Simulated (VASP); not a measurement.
Set up this calculation in VASP 6.6.1, as the native input.

```yaml
Task: relaxation of the atoms
Functional: PBEsol
Potentials_or_basis: VASP PAW PBE potentials, release 64 (Cd, S)
Cutoff: 520 eV
k_mesh: 8 × 8 × 8
Occupations: fermi-dirac, width 0.03 eV
Spin: no spin polarisation
Dipole_correction: no
Further_INCAR_settings: ALGO = Normal; EDIFF = 1e-06; IBRION = 2; EDIFFG = -0.01; NSW = 50
```

The structure of CdS lies in POSCAR:

```
CdS
1.0
    0.0000000000      2.4112243722      2.4112243722
    2.4112243722      0.0000000000      2.4112243722
    2.4112243722      2.4112243722      0.0000000000
Cd S
1 1
Direct
    0.0000000000      0.0000000000      0.0000000000
    0.7500000000      0.7500000000      0.7500000000
```

One way to write it, as run:

INCAR

```
PREC = Accurate
ENCUT = 520
EDIFF = 1E-6
ISMEAR = -1
SIGMA = 0.03
LREAL = False
LASPH = True
NELM = 80
ALGO = Normal
ISIF = 2
LWAVE = False
LCHARG = False
GGA = PS
IBRION = 2
NSW = 50
EDIFFG = -0.01
```

KPOINTS

```
Automatic mesh
0
Gamma
  8 8 8
```

Potentials or basis: VASP PAW PBE potentials, release 64 (Cd, S).

Launch:

```sh
$ cat potpaw_PBE.64/Cd/POTCAR potpaw_PBE.64/S/POTCAR > POTCAR
$ mpirun -np 1 vasp_std > vasp.out
```

Results of the run:

| Item | Value |
| --- | --- |
| Pressure after relaxing | 131.1 GPa |
| Band gap on the k mesh | 1.76 eV, direct |

Caveat: the relaxation stopped at its first step, so nothing moved; the PAW data sets were made with another functional, which shifts forces and pressure a little.

It took 23 s on 1 thread of Intel Xeon 8259CL (shared host), peak memory 0.16 GiB.
